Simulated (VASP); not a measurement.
Cs, 2 atoms in the cell. It takes space group Fd-3m (No. 227, cubic). The conventional cell has a = 10.605 Å, b = 10.605 Å, c = 10.605 Å, α = 90.00°, β = 90.00°, γ = 90.00°. 

- Program: VASP 6.6.1
- Task: relaxation of cell and atoms
- Functional: BLYP
- Potentials or basis: VASP PAW PBE potentials, release 64 (Cs_sv)
- Cutoff: 600 eV
- k mesh: 5 × 5 × 5
- Occupations: fermi-dirac, width 0.1 eV
- Spin: no spin polarisation
- Dipole correction: no
- Further INCAR settings: ALGO = Normal; EDIFF = 1e-06; IBRION = 2; EDIFFG = -0.01; NSW = 80; ISIF = 3

Potentials or basis: VASP PAW PBE potentials, release 64 (Cs_sv).

The run is started by

```sh
$ cat potpaw_PBE.64/Cs_sv/POTCAR > POTCAR
$ mpirun -np 1 vasp_std > vasp.out
```

Hardware: 1 thread of Intel(R) Xeon(R) Platinum 8488C (Sapphire Rapids), with other jobs on the host.

Task: How long does it take, and how much memory?

Result: It took 19 min on 1 thread of Intel(R) Xeon(R) Platinum 8488C (Sapphire Rapids) (shared host), peak memory 0.51 GiB. Counts: scf iterations 78, k points 10, ion steps 8.
